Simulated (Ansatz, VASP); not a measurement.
# Two plane-wave programs on SiC

The input INCAR:

```
ALGO = Normal
EDIFF = 1E-7
ENCUT = 520
GGA = PE
ISIF = 2
ISMEAR = -1
LASPH = True
LCHARG = False
LREAL = False
LWAVE = False
NBANDS = 11
NELM = 100
PREC = Accurate
SIGMA = 0.02
```

File KPOINTS:

```
k-points
0
Gamma
  10 10 10
```

File POSCAR:

```
SiC
1.0
    0.0000000000      2.1780523525      2.1780523525
    2.1780523525      0.0000000000      2.1780523525
    2.1780523525      2.1780523525      0.0000000000
Si C
1 1
Direct
    0.0000000000      0.0000000000      0.0000000000
    0.2500000000      0.2500000000      0.2500000000
```

Input for Ansatz:

```yaml
crystal:
  lattice:
    - [0.0, 2.1780523525, 2.1780523525]
    - [2.1780523525, 0.0, 2.1780523525]
    - [2.1780523525, 2.1780523525, 0.0]
  atoms:
    - { symbol: Si, position: [0.0, 0.0, 0.0] }
    - { symbol: C, position: [0.25, 0.25, 0.25] }
kpoints:
  mp_grid: { grid: [10, 10, 10] }
  band_path:
    path:
      - [[0.0, 0.0, 0.0], [-0.5, -0.5, -4.912775056447e-34], [-0.375, -0.375, 0.25]]
      - [[-0.375, 3.219083054674e-17, 0.375], [0.0, 0.0, 0.0], [-1.387894276288e-17, -1.387894276288e-17, 0.5], [-0.5, -0.25, 0.25], [-0.5, -0.5, -4.912775056447e-34]]
    npoints: 10
hamiltonian:
  xc: pbe
scf:
  occupations: { method: fermi_dirac, width: 0.02 }
  n_extra_bands: 4
output:
  forces: true
  stress: true
  eigenvalues: true
  write_density: true
  write_potential: true
  elf: true
  volumetric_format: npy
```

Alike in both runs: task single point; functional PBE; k mesh 10 × 10 × 10; occupations fermi-dirac, width 0.02 eV; no spin polarisation.

|  | VASP | Ansatz |
| --- | --- | --- |
| version | VASP 6.6.1 | Ansatz 0.2.0 |
| potentials or method | VASP PAW PBE potentials, release 64 (Si, C) | plane waves, PAW |
| plane-wave cutoff (eV) | 520 | 420 |
| valence electrons in the cell | 8 | 8 |

Ansatz gave:

```
gap on the k mesh at the Fermi level (eV) : 1.36
pressure (GPa)                            : 3.6
```

Task: Estimate VASP's values.

Result: gap on the k mesh at the Fermi level (eV): 1.36; pressure (GPa): 3.5.
